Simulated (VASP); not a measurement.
Write the native input for VASP 6.6.1 that does the following.

| Item | Value |
| --- | --- |
| Task | single point |
| Functional | PBE |
| Potentials or basis | VASP PAW PBE potentials, release 64 (H, Si, Cl) |
| Cutoff | 520 eV |
| k mesh | 2 × 2 × 1 |
| Occupations | fermi-dirac, width 0.05 eV |
| Spin | no spin polarisation |
| Dipole correction | no |
| Further INCAR settings | LREAL = Auto; ALGO = Normal; EDIFF = 1e-06; NBANDS = 72 |

The structure of Si10H4Cl lies in POSCAR:

```
Si10H4Cl
1.0
    7.6791800000      0.0000000000      0.0000000000
    0.0000000000      7.6791800000      0.0000000000
    0.0000000000      0.0000000000     17.2555000000
H Si Cl
8 20 2
Direct
    0.4093926695      0.0000000000      0.0579525369
    0.0906086327      0.0000000000      0.0579525369
    0.9093939718      0.0000000000      0.0579525369
    0.5906099349      0.0000000000      0.0579525369
    0.4093926695      0.5000013022      0.0579525369
    0.0906086327      0.5000013022      0.0579525369
    0.9093939718      0.5000013022      0.0579525369
    0.5906099349      0.5000013022      0.0579525369
    0.2500006511      0.0000000000      0.1081104575
    0.7500019533      0.0000000000      0.1081104575
    0.2500006511      0.5000013022      0.1081104575
    0.7500019533      0.5000013022      0.1081104575
    0.2221721590      0.2611997635      0.1796644548
    0.7106487932      0.2472399397      0.1799310365
    0.2666560753      0.7584403543      0.1876619049
    0.7574897320      0.7611099102      0.2028512648
   -0.0458252053      0.2660700752      0.2573440352
    0.4705710766      0.2218986923      0.2587291009
   -0.0003906667      0.7548071539      0.2769667642
    0.4917452124      0.7288408398      0.2851844339
   -0.0207183579      0.0256277363      0.3475703399
    0.4702976099      0.0053521340      0.3607023847
   -0.0809591649      0.4914326790      0.3678769088
    0.4067752026      0.4769389440      0.3491292631
    0.2316262934      0.0716743194      0.4214366434
    0.7251946171      0.0616602293      0.4188577555
    0.1686768639      0.3745582211      0.4217264061
    0.6645891879      0.3795066661      0.4348062936
    0.7155321271     -0.1321885931      0.4983280693
    0.6493531861      0.3865777336      0.5580481586
```

These files were run (other wordings do the same):

INCAR

```
ALGO = Normal
EDIFF = 1E-6
ENCUT = 520
GGA = PE
ISIF = 2
ISMEAR = -1
LASPH = True
LCHARG = False
LREAL = Auto
LWAVE = False
NBANDS = 72
NELM = 60
PREC = Accurate
SIGMA = 0.05
```

KPOINTS

```
k-points
0
Gamma
  2 2 1
```

Potentials or basis: VASP PAW PBE potentials, release 64 (H, Si, Cl).

Run with:

```sh
$ cat potpaw_PBE.64/H/POTCAR potpaw_PBE.64/Si/POTCAR potpaw_PBE.64/Cl/POTCAR > POTCAR
$ mpirun -np 1 vasp_std > vasp.out
```

It gave:

The largest force is 3.123 eV/Å. The band gap on the k mesh is 0.17 eV, indirect (least direct gap 0.31 eV).

Run time: 14 min on 1 thread of AMD EPYC 7R43 64-Core Processor (Zen 3), with other jobs on the host, peak memory 0.9 GiB.
